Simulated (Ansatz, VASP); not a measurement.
**Ir: VASP beside Ansatz**

```
Ir
1.0
     0.00000    1.91974    1.91974
     1.91974    0.00000    1.91974
     1.91974    1.91974    0.00000
Ir
1
Direct
  0.00000 0.00000 0.00000
```

Alike in both runs: task relaxation of cell and atoms; functional LDA; k mesh 19 × 19 × 19; occupations fermi-dirac, width 0.1 eV; no spin polarisation.

|  | VASP | Ansatz |
| --- | --- | --- |
| version | VASP 6.6.1 | Ansatz 0.2.0 |
| potentials or method | VASP PAW LDA potentials, release 64 (Ir_sv_GW) | PAW with Ansatz's default frozen-core files, scalar-relativistic |
| plane-wave cutoff (eV) | 560 | 420 |
| valence electrons in the cell | 17 | 17 |

|  | VASP | Ansatz | Ansatz less VASP |
| --- | --- | --- | --- |
| relaxed volume (Å³/atom) | 13.85 | 13.85 | +0.003 |
| relaxed length of the cell vector where the two differ most in proportion (Å) | 2.695 | 2.696 | +0.0002 |

LDA's correlation is that of Perdew and Zunger in VASP and of Perdew and Wang (1992) in Ansatz.

Neither program's run includes spin-orbit coupling.
